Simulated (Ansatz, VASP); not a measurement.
**One calculation of Cd, two programs**

Contents of INCAR:

```
SYSTEM = Cd
PREC     = Accurate       ! precision mode
ENCUT    = 600            ! plane-wave cutoff, eV
EDIFF    = 1E-6           ! SCF threshold, eV
ISMEAR   = -1             ! smearing method
SIGMA    = 0.1            ! smearing width, eV
LREAL    = .FALSE.        ! projectors in reciprocal space
LASPH    = .TRUE.         ! aspherical terms in the spheres
NELM     = 60             ! most SCF steps
ALGO     = Normal         ! electronic algorithm
ISIF     = 3              ! what is computed and relaxed
LWAVE    = .FALSE.        ! write WAVECAR
LCHARG   = .FALSE.        ! write CHGCAR
GGA      = RP             ! functional
IBRION   = 2              ! ionic algorithm
NSW      = 80             ! ionic steps
EDIFFG   = -0.01          ! ionic threshold
```

Contents of KPOINTS:

```
Automatic mesh
0
G
  13 13 13
  0 0 0
```

File POSCAR:

```
Cd
1.0
   -1.7540139848      1.7540139848      1.7540139848
    1.7540139848     -1.7540139848      1.7540139848
    1.7540139848      1.7540139848     -1.7540139848
Cd
1
Direct
    0.0000000000      0.0000000000      0.0000000000
```

Input for Ansatz:

```yaml
crystal:
  lattice:
    - [-1.7540139848, 1.7540139848, 1.7540139848]
    - [1.7540139848, -1.7540139848, 1.7540139848]
    - [1.7540139848, 1.7540139848, -1.7540139848]
  atoms:
    - { symbol: Cd, position: [0.0, 0.0, 0.0] }
hamiltonian:
  xc: rpbe
  pseudopotentials:
    kind: paw
    azcp:
      Cd: "pseudopotentials/Cd.paw.azcp"
basis:
  ecutwfc: 420
  fft_grid_basis: typed
kpoints:
  mp_grid: { grid: [13, 13, 13], shift: [0, 0, 0] }
magnetization:
  spin_polarized: false
scf:
  occupations: { method: fermi_dirac, width: 0.1 }
relax:
  max_steps: 60
  f_tol: 0.01
  cell: {}
```

Alike in both runs: task relaxation of cell and atoms; functional RPBE; k mesh 13 × 13 × 13; occupations fermi-dirac, width 0.1 eV; no spin polarisation.

|  | VASP | Ansatz |
| --- | --- | --- |
| version | VASP 6.6.1 | Ansatz 0.2.0 |
| potentials or method | VASP PAW PBE potentials, release 64 (Cd), cutoff 600 eV | plane waves (420 eV) with PAW, scalar-relativistic |
| valence electrons in the cell | 12 | 20 |

```csv
,VASP,Ansatz,Ansatz less VASP
relaxed volume (Å³/atom),25.08,24.97,-0.104
relaxed cell length with the largest relative difference (Å),3.194,3.189,-0.0044
```

VASP's potentials were made for PBE, not for RPBE. VASP's potentials hold 12 valence electrons a cell and Ansatz's 20, so a difference there can come from the potentials and not from the codes.

Noted on VASP's run: the volume moved by over 15 % at a fixed basis, so the end points are rough.
